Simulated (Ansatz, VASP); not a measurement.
SiC: VASP beside Ansatz

```
CELL_PARAMETERS angstrom
3.07600 0.00000 0.00000
-1.53800 2.66389 0.00000
0.00000 0.00000 5.04800
ATOMIC_POSITIONS crystal
Si 0.33333 0.66667 0.00000
Si 0.66667 0.33333 0.50000
C 0.33333 0.66667 0.38500
C 0.66667 0.33333 0.88500
```

Alike in both runs: task single point; functional PBE; k mesh 6 × 6 × 3; no spin polarisation.

```csv
,VASP,Ansatz
version,VASP 6.6.1,Ansatz 0.2.0
potentials or method,"VASP PAW PBE potentials, release 64 (Si, C)","plane waves, PAW"
plane-wave cutoff (eV),600,420
occupations,"gaussian, width 0.01 eV",fixed
valence electrons in the cell,16,16
```

|  | VASP | Ansatz | Ansatz less VASP |
| --- | --- | --- | --- |
| gap on the k mesh at the Fermi level (eV) | 2.32 | 2.32 | +0.002 |
